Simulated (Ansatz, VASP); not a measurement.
Two plane-wave programs on Mg8O9

```
CELL_PARAMETERS angstrom
0.00000 4.44240 4.44240
4.44240 0.00000 4.44240
4.44240 4.44240 0.00000
ATOMIC_POSITIONS crystal
Mg 0.02683 0.02736 0.91898
Mg 0.99634 0.99670 0.49369
Mg 0.98581 0.50127 0.01208
Mg 0.99671 0.51294 0.49362
Mg 0.50041 0.98765 0.01152
Mg 0.51327 0.99669 0.49370
Mg 0.50082 0.50126 0.01207
Mg 0.48744 0.48759 0.53753
O 0.24609 0.24706 0.26075
O 0.24779 0.24796 0.75833
O 0.30114 0.71749 0.26624
O 0.24758 0.74562 0.75922
O 0.71649 0.30097 0.26602
O 0.74592 0.24797 0.75832
O 0.71512 0.71752 0.26624
O 0.74052 0.74130 0.77764
O 0.90611 0.90454 0.28322
```

Alike in both runs: functional PBE; k mesh 2 × 2 × 2; occupations fermi-dirac, width 0.05 eV; collinear spin.

Ansatz relaxed the structure, and its values are those at the end. VASP's run is a single point on that final structure, the one shown.

|  | VASP | Ansatz |
| --- | --- | --- |
| version | VASP 6.6.1 | Ansatz 0.2.0 |
| potentials or method | VASP PAW PBE potentials, release 64 (Mg, O), cutoff 520 eV | scalar-relativistic, plane waves, PAW |
| valence electrons in the cell | 70 | 134 |

```tsv
	VASP	Ansatz	Ansatz less VASP
rms of the force components (eV/Å)	0.048	0.012	-0.0355
net moment per atom (μB)	0.03	0.12	+0.088
size of the moment on the site where the two differ most (μB)	0.17	0.70	+0.532
```

Site moments also hang on the region over which each program counts them. VASP's potentials hold 70 valence electrons a cell and Ansatz's 134, so a difference there can come from the potentials and not from the codes.

The k mesh is coarse, so the values compare programs but aren't converged.
